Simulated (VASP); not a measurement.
Wanted: the native input for a VASP 6.6.1 run.

| Item | Value |
| --- | --- |
| Task | relaxation of cell and atoms |
| Functional | RPBE |
| Potentials or basis | VASP PAW PBE potentials, release 64 (Mn_pv) |
| Cutoff | 600 eV |
| k mesh | 12 × 12 × 12 |
| Occupations | fermi-dirac, width 0.05 eV |
| Spin | collinear spin, antiferromagnetic start |
| Starting moments | [3.0, -3.0] μB |
| Dipole correction | no |
| Further INCAR settings | ALGO = Normal; EDIFF = 1e-06; IBRION = 2; EDIFFG = -0.01; NSW = 80; ISIF = 3 |

The structure of Mn lies in POSCAR:

```
Mn
1.0
    0.0000000000      2.3324620846      2.3324620846
    2.3324620846      0.0000000000      2.3324620846
    2.3324620846      2.3324620846      0.0000000000
Mn
2
Direct
    0.0000000000      0.0000000000      0.0000000000
    0.5000000000      0.5000000000      0.5000000000
```

This isn't the form of Mn at room conditions, which is a 58-atom cubic cell.

The input as run:

INCAR

```
SYSTEM = Mn
PREC     = Accurate       ! precision mode
ENCUT    = 600            ! plane-wave cutoff, eV
EDIFF    = 1E-6           ! SCF threshold, eV
ISMEAR   = -1             ! smearing method
SIGMA    = 0.05           ! smearing width, eV
LREAL    = .False.        ! projectors in reciprocal space
LASPH    = .True.         ! aspherical terms in the spheres
NELM     = 150            ! most SCF steps
ALGO     = Normal         ! electronic algorithm
ISIF     = 3              ! what is computed and relaxed
LWAVE    = .False.        ! write WAVECAR
LCHARG   = .False.        ! write CHGCAR
ISPIN    = 2              ! spin polarisation
MAGMOM   = 3 -3           ! initial moments
LORBIT   = 11             ! projections on sites
LMAXMIX  = 4              ! l up to which the mixer works
GGA      = RP             ! functional
IBRION   = 2              ! ionic algorithm
NSW      = 80             ! ionic steps
EDIFFG   = -0.01          ! ionic threshold
```

KPOINTS

```
Automatic mesh
0
Gamma
  12 12 12
  0 0 0
```

Potentials or basis: VASP PAW PBE potentials, release 64 (Mn_pv).

The run is started by

```sh
$ cat potpaw_PBE.64/Mn_pv/POTCAR > POTCAR
$ mpirun -np 1 vasp_std > vasp.out
```

It gave:

```
Relaxed volume                                        : 14.42 Å³/atom
Relaxed cell                                          : a = 3.443 Å, b = 3.443 Å, c = 3.443 Å, α = 60.00°, β = 60.00°, γ = 60.00°
Space group after relaxing (to 0.1 Å)                 : Pm-3m (No. 221)
Energy gained by relaxing                             : 55.4 meV/atom
Ionic steps                                           : 4
Pressure after relaxing                               : 0.0 GPa
Band gap on the k mesh                                : zero (filled and empty bands overlap)
Net moment                                            : 0.00 μB per cell
Site moments                                          : Mn +2.72, -2.72 μB
Valence electrons inside the program's atomic spheres : Mn 11.71
```

Caveat: the PAW data sets were made with another functional, which shifts forces and pressure a little.

Wall time 97 s on 1 thread of Intel(R) Xeon(R) 6975P-C (Granite Rapids) (shared host), peak memory 0.2 GiB.
